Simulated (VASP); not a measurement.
# LiF (Griceite): single point with LDA

LiF (Griceite):

```
F Li
1.0
     0.00000    2.00048    2.00048
     2.00048    0.00000    2.00048
     2.00048    2.00048    0.00000
F Li
1 1
Cartesian
  2.0005 2.0005 2.0005
  0.0000 0.0000 0.0000
```

This cell differs from its parent crystal: volume scaled by 0.98.

```
Program             : VASP 6.6.1
Task                : single point
Functional          : LDA
Potentials or basis : VASP PAW LDA potentials, release 64 (F, Li_sv)
Cutoff              : 520 eV
k mesh              : 11 × 11 × 11
Occupations         : fermi-dirac, width 0.05 eV
Spin                : no spin polarisation
```

- Band gap on the k mesh: 9.02 eV, direct

Levels at points of the mesh, in eV from the valence-band top:
```csv
k point,band 1,band 2,band 3,band 4,band 5,band 6,band 7,band 8,band 9,band 10
"(0.00, 0.00, 0.00)",-39.71,-19.62,0.00,0.00,0.00,9.02,23.72,23.72,23.72,24.10
```

Wall time 5.2 s on 1 thread of Intel(R) Xeon(R) Platinum 8488C (Sapphire Rapids), with other jobs on the host, peak memory 0.12 GiB.

 A k mesh can miss the band edges.
